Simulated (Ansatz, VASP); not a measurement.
# Mg7CoO8: VASP beside Ansatz

The input INCAR:

```
SYSTEM = Mg7CoO8
  PREC = Accurate
  ENCUT = 520
  EDIFF = 1E-7
  ISMEAR = 0
  SIGMA = 0.01
  LREAL = Auto
  LASPH = .True.
  NELM = 150
  ALGO = Normal
  ISIF = 2
  LWAVE = .False.
  LCHARG = .False.
  ISPIN = 2
  MAGMOM = 0 0 0 0 0.01 0 0 2.79 0.05 0.05 0 0.05 0.06 0 0.05 0.05
  LORBIT = 11
  LMAXMIX = 4
  LDAU = .True.
  LDAUTYPE = 2
  LDAUL = -1 2 -1
  LDAUU = 0 3.2 0
  LDAUJ = 0 0 0
  LDAUPRINT = 1
  NBANDS = 54
  ISYM = 0
```

The input KPOINTS:

```
regular mesh
0
Gamma
  2 2 2
  0 0 0
```

Contents of POSCAR:

```
Mg7CoO8
1.0
    0.0000000000      4.3481000000      4.3481000000
    4.3481000000      0.0000000000      4.3481000000
    4.3481000000      4.3481000000      0.0000000000
Mg Co O
7 1 8
Direct
    0.9878010300      0.0057530400      0.9997875400
    0.0118038800      0.9804527600      0.5056642300
    0.9940867800      0.4995929100      0.5018981300
    0.4854816700      0.0118115900      0.0032462600
    0.5000057000      0.0016869000      0.4901239900
    0.4926855500      0.5014766500      0.9922720000
    0.5042112800      0.4837419100      0.5051861700
    0.9925552600      0.4956245300      0.0071453000
    0.2465326700      0.2464134700      0.2544617500
    0.2505876800      0.2420425700      0.7473136800
    0.2398825400      0.7674873200      0.2447471300
    0.2519085200      0.7454308000      0.7508721200
    0.7450322800      0.2540688200      0.2419650800
    0.7568658400      0.2451120500      0.7499844900
    0.7513899700      0.7565027500      0.2479999100
    0.7497856600      0.7444421100      0.7378618100
```

Input for Ansatz:

```yaml
crystal:
  lattice:
    - [0.0, 4.3481, 4.3481]
    - [4.3481, 0.0, 4.3481]
    - [4.3481, 4.3481, 0.0]
  atoms:
    - { symbol: Mg, position: [0.98780103, 0.00575304, 0.99978754] }
    - { symbol: Mg, position: [0.01180388, 0.98045276, 0.50566423] }
    - { symbol: Co, position: [0.99255526, 0.49562453, 0.0071453], spin: 3.0 }
    - { symbol: Mg, position: [0.99408678, 0.49959291, 0.50189813] }
    - { symbol: Mg, position: [0.48548167, 0.01181159, 0.00324626] }
    - { symbol: Mg, position: [0.5000057, 0.0016869, 0.49012399] }
    - { symbol: Mg, position: [0.49268555, 0.50147665, 0.992272] }
    - { symbol: Mg, position: [0.50421128, 0.48374191, 0.50518617] }
    - { symbol: O, position: [0.24653267, 0.24641347, 0.25446175] }
    - { symbol: O, position: [0.25058768, 0.24204257, 0.74731368] }
    - { symbol: O, position: [0.23988254, 0.76748732, 0.24474713] }
    - { symbol: O, position: [0.25190852, 0.7454308, 0.75087212] }
    - { symbol: O, position: [0.74503228, 0.25406882, 0.24196508] }
    - { symbol: O, position: [0.75686584, 0.24511205, 0.74998449] }
    - { symbol: O, position: [0.75138997, 0.75650275, 0.24799991] }
    - { symbol: O, position: [0.74978566, 0.74444211, 0.73786181] }
  symmetry: { detect: false, time_reversal: true }
magnetization:
  spin_polarized: true
hamiltonian:
  xc: lda
  pseudopotentials: { kind: paw }
  hubbard:
    sites:
      - { site: 2, l: d, u_eff: 3.2, starting_ns: [{ spin: up, occupation_matrix: s2up }, { spin: down, occupation_matrix: s2down }] }
    occupation_matrices:
      s2up:
        matrix:
          - [0.999999, 0.0, 0.0, 0.0, 0.0]
          - [0.0, 0.999999, 0.0, 0.0, 0.0]
          - [0.0, 0.0, 0.999999, 0.0, 0.0]
          - [0.0, 0.0, 0.0, 0.999999, 0.0]
          - [0.0, 0.0, 0.0, 0.0, 0.999999]
      s2down:
        matrix:
          - [0.913463, 0.264352, 0.0431, -0.061967, 0.058886]
          - [0.264352, 0.139021, 0.015961, 0.024768, -0.22123]
          - [0.0431, 0.015961, 0.002229, -0.000542, -0.010515]
          - [-0.061967, 0.024768, -0.000542, 0.03337, -0.16674]
          - [0.058886, -0.22123, -0.010515, -0.16674, 0.911918]
basis:
  ecutwfc: 420
kpoints:
  mp_grid: { grid: [2, 2, 2] }
scf:
  occupations: { method: gaussian, width: 0.01 }
  lower_state_search: "off"
  max_iter: 200
output:
  forces: true
  stress: true
  write_density: true
  write_potential: true
  elf: true
  volumetric_format: npy
```

Alike in both runs: task single point; functional LDA; k mesh 2 × 2 × 2; occupations gaussian, width 0.01 eV; collinear spin; Hubbard terms Co d U = 3.2 eV.

|  | VASP | Ansatz |
| --- | --- | --- |
| version | VASP 6.6.1 | Ansatz 0.2.0 |
| potentials or method | VASP PAW LDA potentials, release 64 (Mg, Co, O), cutoff 520 eV | PAW, plane waves, scalar-relativistic |
| valence electrons in the cell | 71 | 135 |

VASP gave:

```
gap on the k mesh at the Fermi level (eV)                     : 2.18
pressure (GPa)                                                : -19.0
rms of the force components (eV/Å)                            : 0.272
net moment per atom (μB)                                      : 0.19
size of the moment on the site where the two differ most (μB) : 2.66
```

Estimate Ansatz's values.

gap on the k mesh at the Fermi level (eV): 2.26; pressure (GPa): -17.2; rms of the force components (eV/Å): 0.268; net moment per atom (μB): 0.19; size of the moment on the site where the two differ most (μB): 2.53.

LDA's correlation is that of Perdew and Zunger in VASP and of Perdew and Wang (1992) in Ansatz. Site moments also hang on the region over which each program counts them. The programs project onto different local orbitals, so the same U acts differently, and such runs can settle in different states. VASP's potentials hold 71 valence electrons a cell and Ansatz's 135, so a difference there can come from the potentials and not from the codes. Ansatz's warnings: specified occupation not kept.

The k mesh is coarse, so the values compare programs but aren't converged.
